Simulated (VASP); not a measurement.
# PbF2 in VASP: a series of runs

Aim: see how the results for PbF2 move with the level of theory and the settings. Levels: r2SCAN, PBE. Tasks: single point.

Program: VASP 6.6.1. These are calculated values, not measurements. Logs are shortened: lines on timing, memory, paths and dates and some standing lists are left out, and cuts for length are marked.

### Step 1. The cell of the first run

Symmetry: Fm-3m, No. 225, cubic system. The conventional cell has a = 6.001 Å, b = 6.001 Å, c = 6.001 Å, α = 90.00°, β = 90.00°, γ = 90.00°. Within 3.4 Å of Pb (site symmetry m-3m) lie 8 F at 2.60 Å. F (site symmetry -43m) has 4 Pb at 2.60 Å and 6 F at 3.00 Å within 3.4 Å.

### Step 2. Single point, r2SCAN

The input, POSCAR:

```
PbF2
1.0
    0.0000000000      3.0003644987      3.0003644987
    3.0003644987      0.0000000000      3.0003644987
    3.0003644987      3.0003644987      0.0000000000
Pb F
1 2
Direct
    0.0000000000      0.0000000000      0.0000000000
    0.2500000000      0.2500000000      0.2500000000
    0.7500000000      0.7500000000      0.7500000000
```

The input, INCAR.step1:

```
PREC = Accurate
ENCUT = 520
ISMEAR = 0
SIGMA = 0.05
LREAL = False
LASPH = True
NELM = 80
NBANDS = 21
GGA = PE
ALGO = Normal
EDIFF = 1E-4
LWAVE = True
LCHARG = False
```

The input, INCAR.step2:

```
PREC = Accurate
ENCUT = 520
EDIFF = 1E-7
ISMEAR = 0
SIGMA = 0.05
LREAL = False
LASPH = True
NELM = 80
ALGO = Normal
ISIF = 2
LWAVE = False
LCHARG = True
METAGGA = R2SCAN
LMIXTAU = True
LELF = True
LVHAR = True
NBANDS = 21
ISTART = 1
```

The input, KPOINTS:

```
regular mesh
0
Gamma
  10 10 10
```

Potentials or basis: VASP PAW PBE potentials, release 64 (Pb_d, F).

The run is started by

```
$ cat potpaw_PBE.64/Pb_d/POTCAR potpaw_PBE.64/F/POTCAR > POTCAR
$ cp INCAR.step1 INCAR
$ mpirun -np 1 vasp_std > vasp.out
$ cp INCAR.step2 INCAR
$ mpirun -np 1 vasp_std > vasp.out
```

OUTCAR:

```text
PREC = Accurate
   ENCUT = 520
   EDIFF = 1E-7
   ISMEAR = 0
   LREAL = False
   LASPH = True
   NELM = 80
   ISIF = 2
   METAGGA = R2SCAN
   ISTART = 1

 ion  position               nearest neighbor table
   1  0.000  0.000  0.000-   3 2.60   3 2.60   3 2.60   2 2.60   3 2.60   2 2.60   2 2.60   2 2.60

   2  0.250  0.250  0.250-   1 2.60   1 2.60   1 2.60   1 2.60
   3  0.750  0.750  0.750-   1 2.60   1 2.60   1 2.60   1 2.60

  LATTYP: Found a face centered cubic cell.
 ALAT       =     6.0007289974

  Lattice vectors:

 A1 = (   0.0000000000,   3.0003644987,   3.0003644987)
 A2 = (   3.0003644987,   0.0000000000,   3.0003644987)
 A3 = (   3.0003644987,   3.0003644987,   0.0000000000)

Analysis of symmetry for initial positions (statically):
=====================================================================
 Subroutine PRICEL returns:
 Original cell was already a primitive cell.

 Routine SETGRP: Setting up the symmetry group for a
 face centered cubic supercell.

 Subroutine GETGRP returns: Found 48 space group operations
 (whereof 48 operations were pure point group operations)
 out of a pool of 48 trial point group operations.

The static configuration has the point symmetry O_h .

Analysis of symmetry for dynamics (positions and initial velocities):
=====================================================================
 Subroutine PRICEL returns:
 Original cell was already a primitive cell.

 Routine SETGRP: Setting up the symmetry group for a
 face centered cubic supercell.

 Subroutine GETGRP returns: Found 48 space group operations
 (whereof 48 operations were pure point group operations)
 out of a pool of 48 trial point group operations.

The dynamic configuration has the point symmetry O_h .

 Subroutine INISYM returns: Found 48 space group operations
 (whereof 48 operations are pure point group operations),
 and found     1 'primitive' translations

----------------------------------------------------------------------------------------

                                     Primitive cell

  volume of cell :      54.0197

  direct lattice vectors                    reciprocal lattice vectors
     0.000000000  3.000364499  3.000364499    -0.166646419  0.166646419  0.166646419
[... 78 lines left out ...]
 SYSTEM =  unknown system
   PREC   = accura    normal or accurate (medium, high low for compatibility)
   ISTART =      1    job   : 0-new  1-cont  2-samecut
   ICHARG =      0    charge: 1-file 2-atom 10-const
   ISPIN  =      1    spin polarized calculation?
   LNONCOLLINEAR =      F non collinear calculations
   LSORBIT =      F    spin-orbit coupling
   LASPH  =      T    aspherical Exc in radial PAW
   ENCUT  =  520.0 eV  38.22 Ry    6.18 a.u.   7.89  7.89  7.89*2*pi/ulx,y,z
   NELM   =     80;   NELMIN=  2; NELMDL=  0     # of ELM steps
   EDIFF  = 0.1E-06   stopping-criterion for ELM
   LREAL  =      F    real-space projection
   EDIFFG = 0.1E-05   stopping-criterion for IOM
   NSW    =      0    number of steps for IOM
   IBRION =     -1    ionic relax: 0-MD 1-quasi-New 2-CG
   NFREE  =      0    steps in history (QN), initial steepest desc. (CG)
   ISIF   =      2    stress and relaxation
   ISYM   =      2    0-nonsym 1-usesym 2-fastsym
   POTIM  = 0.5000    time-step for ionic-motion
   TEBEG  =    0.0;   TEEND  =   0.0 temperature during run
   PSTRESS=    0.0 pullay stress
   NELECT =      28.0000    total number of electrons
   NUPDOWN=      -1.0000    fix difference up-down
   EMIN   =  10.00;   EMAX   =-10.00  energy-range for DOS
   EFERMI =   0.00;   METHOD = LEGACY
   ISMEAR =     0;   SIGMA  =   0.05  broadening in eV -4-tet -1-fermi 0-gaus
   EFERMI_NEDOS =   21; number of points for ismear=-14 and -15
   IALGO  =     38    algorithm
   IMIX   =      4    mixing-type and parameters
     AMIX     =   0.40;   BMIX     =  1.00
     AMIX_MAG =   1.60;   BMIX_MAG =  1.00
  volume/ion in A,a.u.               =      18.01       121.51
  Fermi-wavevector in a.u.,A,eV,Ry     =   1.315054  2.485091 23.529456  1.729366
  Thomas-Fermi vector in A             =   2.445263
   LORBIT       =      0    0 simple, 1 ext, 2 COOP (PROOUT), +10 PAW based schemes
   METAGGA = R2SCAN    functional components
   LHFCALC =     F    Hartree Fock is set to
   AEXX    =    0.0000 exact exchange contribution
   IVDW    =     0    specifies the selected vdW correction
   LEPSILON=     F    determine dielectric tensor
   LRPA    =     F    only Hartree local field effects (RPA)
 non-spin polarized calculation
 Gauss-broadening in eV      SIGMA  =   0.05
  energy-cutoff  :      520.00
  volume of cell :       54.02
 maximum number of plane-waves:      1476
   NGX = 15   NGY = 15   NGZ = 15

 number of electron      28.0000030 magnetization

 Free energy of the ion-electron system (eV)
  ---------------------------------------------------
  ext. energy  EPLUGINS =         0.00000000
  ---------------------------------------------------
  free energy    TOTEN  =       -70.14520323 eV

  energy without entropy =      -70.14520323  energy(sigma->0) =      -70.14520323

 E-fermi :   1.2901     XC(G=0):  -9.8124

 val. band max:        1.0430983718   @ k =  -0.3000   0.4000   0.2000
 cond. band min:       5.9932347999   @ k =   0.5000   0.5000   0.0000
 fundamental gap:      4.9501364281
 Fermi energy:         1.2900860450

 k-point     1 :       0.0000    0.0000    0.0000
  band No.  band energies     occupation
      1     -21.0234      2.00000
      2     -20.4941      2.00000
      3     -13.7675      2.00000
      4     -13.7675      2.00000
      5     -13.7675      2.00000
      6     -13.7322      2.00000
[... 565 lines left out ...]
     20      17.6182      0.00000
     21      18.7530      0.00000

 [... further k-points ...]
[... 5 lines left out ...]
  --------------------------------------------------------------------------------------
  -------------------------------------------------------------------------------------
  Total       -0.9845417     -0.9845417     -0.9845417      0.0000000      0.0000000     -0.0000000
  in kB      -29.2006587    -29.2006587    -29.2006587      0.0000000      0.0000000     -0.0000000
  external PRESSURE =     -29.2006587 kB  Pullay stress =       0.0000000 kB

 VOLUME and BASIS-vectors are now :
 -----------------------------------------------------------------------------
  energy-cutoff  :      520.00
  volume of cell :       54.02
      direct lattice vectors                 reciprocal lattice vectors
     0.000000000  3.000364499  3.000364499    -0.166646419  0.166646419  0.166646419
     3.000364499  0.000000000  3.000364499     0.166646419 -0.166646419  0.166646419
     3.000364499  3.000364499  0.000000000     0.166646419  0.166646419 -0.166646419

 POSITION                                       TOTAL-FORCE (eV/Angst)
 -----------------------------------------------------------------------------------
      0.00000      0.00000      0.00000         0.000000     -0.000000      0.000000
      1.50018      1.50018      1.50018         0.000000      0.000000      0.000000
      4.50055      4.50055      4.50055        -0.000000     -0.000000     -0.000000
 -----------------------------------------------------------------------------------
    total drift:                                0.000000     -0.000000      0.000000

  FREE ENERGIE OF THE ION-ELECTRON SYSTEM (eV)
  ---------------------------------------------------
  free  energy   TOTEN  =       -70.1452032270 eV

  energy  without entropy=      -70.1452032270  energy(sigma->0) =      -70.14520323
```

OUTCAR.step1:

```text
PREC = Accurate
   ENCUT = 520
   ISMEAR = 0
   LREAL = False
   LASPH = True
[... 801 lines left out ...]
      0.00000      0.00000      0.00000        -0.000000      0.000000     -0.000000
      1.50018      1.50018      1.50018         0.000000      0.000000      0.000000
      4.50055      4.50055      4.50055        -0.000000     -0.000000     -0.000000
 -----------------------------------------------------------------------------------
    total drift:                                0.000000     -0.000000      0.000000

  FREE ENERGIE OF THE ION-ELECTRON SYSTEM (eV)
  ---------------------------------------------------
  free  energy   TOTEN  =       -14.3509932212 eV

  energy  without entropy=      -14.3509932212  energy(sigma->0) =      -14.35099322
```

OSZICAR.step1:

```text
N       E                     dE             d eps       ncg     rms          rms(c)
DAV:   1     0.305036822547E+03    0.30504E+03   -0.14683E+04  1974   0.151E+03
DAV:   2     0.124382688205E+02   -0.29260E+03   -0.27489E+03  2111   0.428E+02
DAV:   3    -0.155153334398E+02   -0.27954E+02   -0.27624E+02  2345   0.141E+02
DAV:   4    -0.163347916069E+02   -0.81946E+00   -0.81896E+00  2272   0.254E+01
DAV:   5    -0.163631766722E+02   -0.28385E-01   -0.28383E-01  2552   0.498E+00    0.808E+00
DAV:   6    -0.143643460574E+02    0.19988E+01   -0.91041E+00  2632   0.232E+01    0.275E+00
DAV:   7    -0.143584559381E+02    0.58901E-02   -0.48424E-01  2084   0.412E+00    0.160E+00
DAV:   8    -0.143532349084E+02    0.52210E-02   -0.11082E-01  2089   0.355E+00    0.555E-01
DAV:   9    -0.143498392566E+02    0.33957E-02   -0.21599E-02  2611   0.104E+00    0.107E-01
DAV:  10    -0.143510367939E+02   -0.11975E-02   -0.19025E-03  2019   0.423E-01    0.392E-02
DAV:  11    -0.143509932212E+02    0.43573E-04   -0.16576E-04  2009   0.124E-01
   1 F= -.14350993E+02 E0= -.14350993E+02  d E =-.296001E-11
```

Wall time 3.5 min (1 thread of AMD EPYC 7R13 (Zen 3), shared host); peak memory 0.19 GiB.

What came out:

* Free energy: -70.1452 eV
* Pressure: -2.9 GPa
* Band gap on the k mesh: 4.95 eV (least direct gap 5.08 eV)

Levels at points of the mesh, in eV from the valence-band top:
```
           k point  band 10  band 11  band 12  band 13  band 14  band 15  band 16  band 17  band 18  band 19
(0.00, 0.00, 0.00)    -2.38    -2.38    -1.88    -1.88    -1.88     7.28     7.28     7.28    10.62    15.84
(0.50, 0.00, 0.00)    -2.54    -2.54    -2.07    -2.07    -0.02     5.41     8.13     8.13    13.39    14.28
(0.50, 0.50, 0.00)    -3.36    -1.50    -1.50    -1.49    -0.13     4.95     8.33     8.33     9.18    14.90
```

Caveat: the PAW data sets were made with another functional, which shifts forces and pressure a little; spin-orbit coupling is left out, which moves the levels of the heavy elements. A k mesh can miss the band edges.

(Part 1 of 2 ends here.)
